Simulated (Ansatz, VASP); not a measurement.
## InAs in VASP and in Ansatz

INCAR

```
PREC = Accurate
ENCUT = 500
EDIFF = 1E-7
ISMEAR = 0
SIGMA = 0.1
LREAL = F
LASPH = T
NELM = 120
ALGO = Normal
ISIF = 3
LWAVE = F
LCHARG = F
IBRION = 2
NSW = 100
EDIFFG = -0.005
GGA_COMPAT = F
NELMIN = 4
```

File KPOINTS:

```
regular mesh
0
Gamma
  12 12 12
```

File POSCAR:

```
InAs
1.0
    0.0000000000      2.8773040000      2.8773040000
    2.8773040000      0.0000000000      2.8773040000
    2.8773040000      2.8773040000      0.0000000000
In As
1 1
Direct
    0.5000000000      0.5000000000      0.5000000000
    0.0000000000      0.0000000000      0.0000000000
```

Input for Ansatz:

```yaml
crystal:
  lattice:
    - [0.0, 2.877304, 2.877304]
    - [2.877304, 0.0, 2.877304]
    - [2.877304, 2.877304, 0.0]
  atoms:
    - { symbol: In, position: [0.5, 0.5, 0.5] }
    - { symbol: As, position: [0.0, 0.0, 0.0] }
basis:
  ecutwfc: 420
kpoints:
  mp_grid: { grid: [12, 12, 12] }
hamiltonian:
  xc: lda
  pseudopotentials: { kind: paw }
scf:
  occupations: { method: gaussian, width: 0.1 }
output:
  forces: true
  stress: true
  eigenvalues: true
  write_density: true
  write_potential: true
  elf: true
  volumetric_format: npy
relax:
  adjacent_minimum: "off"
  f_tol: 0.005
  max_steps: 80
  cell: { stress_tol: 0.05 }
```

Alike in both runs: task relaxation of cell and atoms; functional LDA; k mesh 12 × 12 × 12; occupations gaussian, width 0.1 eV; no spin polarisation.

```csv
,VASP,Ansatz
version,VASP 6.6.1,Ansatz 0.2.0
potentials or method,"VASP PAW LDA potentials, release 64 (In_d, As), cutoff 500 eV","scalar-relativistic, plane waves, PAW"
valence electrons in the cell,18,28
```

|  | VASP | Ansatz | Ansatz less VASP |
| --- | --- | --- | --- |
| gap on the k mesh at the Fermi level, each at its own relaxed structure (eV) | none | none | - |
| relaxed volume (Å³/atom) | 22.03 | 21.97 | -0.059 |
| relaxed length of the cell vector where the two differ most in proportion (Å) | 3.964 | 3.961 | -0.0035 |

LDA's correlation is that of Perdew and Zunger in VASP and of Perdew and Wang (1992) in Ansatz. A gap of «none» marks a metal or a gap that the smearing closes. VASP's potentials hold 18 valence electrons a cell and Ansatz's 28, so a difference there can come from the potentials and not from the codes.
